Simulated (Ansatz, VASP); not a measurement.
BaTiO3 in VASP and in Ansatz

File POSCAR:

```
BaTiO3
1.0
    3.9855000000      0.0000000000      0.0000000000
    0.0000000000      2.8369000000     -2.8451500000
    0.0000000000      2.8369000000      2.8451500000
Ba Ti O
1 1 3
Direct
    0.0000000000      0.0000000000      0.0000000000
    0.5000000000      0.4876000000      0.5124000000
    0.0000000000      0.5126000000      0.4874000000
    0.5000000000      0.0081600000      0.5052400000
    0.5000000000      0.4947600000      0.9918400000
```

Contents of INCAR.step1:

```
ALGO = Normal
EDIFF = 1E-5
ENCUT = 660
GGA = PE
GGA_COMPAT = False
ISMEAR = 0
LASPH = True
LCHARG = False
LDAU = True
LDAUJ = 0 0 0
LDAUL = -1 2 -1
LDAUTYPE = 2
LDAUU = 0 1 0
LMAXMIX = 4
LREAL = False
LWAVE = True
NBANDS = 28
NELM = 200
PREC = Accurate
SIGMA = 0.01
```

Contents of INCAR.step2:

```
ALGO = Normal
EDIFF = 1E-6
ENCUT = 660
GGA_COMPAT = False
ISIF = 2
ISMEAR = 0
ISTART = 1
LASPH = True
LCHARG = False
LDAU = True
LDAUJ = 0 0 0
LDAUL = -1 2 -1
LDAUPRINT = 1
LDAUTYPE = 2
LDAUU = 0 1 0
LMAXMIX = 4
LMIXTAU = True
LREAL = False
LWAVE = False
METAGGA = R2SCAN
NBANDS = 28
NELM = 200
PREC = Accurate
SIGMA = 0.01
```

KPOINTS

```
k-points
0
Gamma
  6 6 6
```

Input for Ansatz:

```yaml
crystal:
  lattice:
    a: 3.9855
    b: 5.6738
    c: 5.6903
    alpha: 90.0
    beta: 90.0
    gamma: 90.0
  space_group: 38
  setting:
    hermann_mauguin: Amm2
  atoms:
    - { symbol: Ba, position: [0.0, 0.0, 0.0] }
    - { symbol: Ti, position: [0.5, 0.5, 0.0124] }
    - { symbol: O, position: [0.0, 0.5, 0.9874] }
    - { symbol: O, position: [0.5, 0.2567, 0.24854] }
  reduce_to_primitive: true
basis:
  ecutwfc: 600.0
kpoints:
  mp_grid:
    grid: [6, 6, 6]
hamiltonian:
  xc: r2scan
  hubbard:
    - { species: Ti, l: d, u_eff: 1.0 }
scf:
  occupations:
    method: fixed
output:
  eigenvalues: true
```

Alike in both runs: task single point; functional r2SCAN; k mesh 6 × 6 × 6; no spin polarisation; Hubbard terms Ti d U = 1.0 eV.

```csv
,VASP,Ansatz
version,VASP 6.6.1,Ansatz 0.2.0
potentials or method,"VASP PAW PBE potentials, release 64 (Ba_sv, Ti_sv, O), cutoff 660 eV","plane waves, PAW"
occupations,"gaussian, width 0.01 eV",fixed
valence electrons in the cell,40,40
```

```csv
,VASP,Ansatz,Ansatz less VASP
gap on the k mesh at the Fermi level (eV),2.36,2.37,+0.010
```

VASP's potentials were made for PBE, not for r2SCAN. The programs project onto different local orbitals, so the same U acts differently, and such runs can settle in different states.

Neither program's run includes spin-orbit coupling.
